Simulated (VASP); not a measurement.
**AlN: single point with PBE**

Crystal: AlN.

```xyz
4
Lattice="3.2806 0.0000 0.0000 -1.6403 2.8411 0.0000 0.0000 0.0000 3.9302" Properties=species:S:1:pos:R:3 pbc="T T T"
Al    0.0000    1.8941    2.9476
Al    1.6403    0.9470    0.9825
N     0.0000    1.8941    0.9825
N     1.6403    0.9470    2.9476
```

This cell differs from its parent crystal: volume 9.158 Å^3 an atom, c/a of the conventional cell 1.1980.

```
Program                : VASP 6.6.1
Task                   : single point
Functional             : PBE
Potentials or basis    : VASP PAW PBE potentials, release 64 (Al, N)
Cutoff                 : 520 eV
k mesh                 : 9 × 9 × 6
Occupations            : gaussian, width 0.05 eV
Spin                   : no spin polarisation
Dipole correction      : no
Further INCAR settings : ALGO = Normal; EDIFF = 1e-06; NBANDS = 16
```

The pressure is 19.6 GPa and the band gap on the k mesh is 3.99 eV, direct.

Stress tensor (GPa, compression positive):
```
15.28  0.00  0.00
 0.00 15.28  0.00
 0.00  0.00 28.32
```

Levels at points of the mesh, in eV from the valence-band top:
```
           k point  band 6  band 7  band 8  band 9  band 10  band 11
(0.00, 0.00, 0.00)   -1.45   -1.45    0.00    3.99     5.14     8.64
(0.00, 0.00, 0.50)   -2.51   -2.51   -2.51    6.32     6.32     8.67
```

Run time: 12 s on 1 thread of Intel(R) Xeon(R) Platinum 8488C (Sapphire Rapids), with other jobs on the host, peak memory 0.15 GiB.

 A k mesh can miss the band edges.
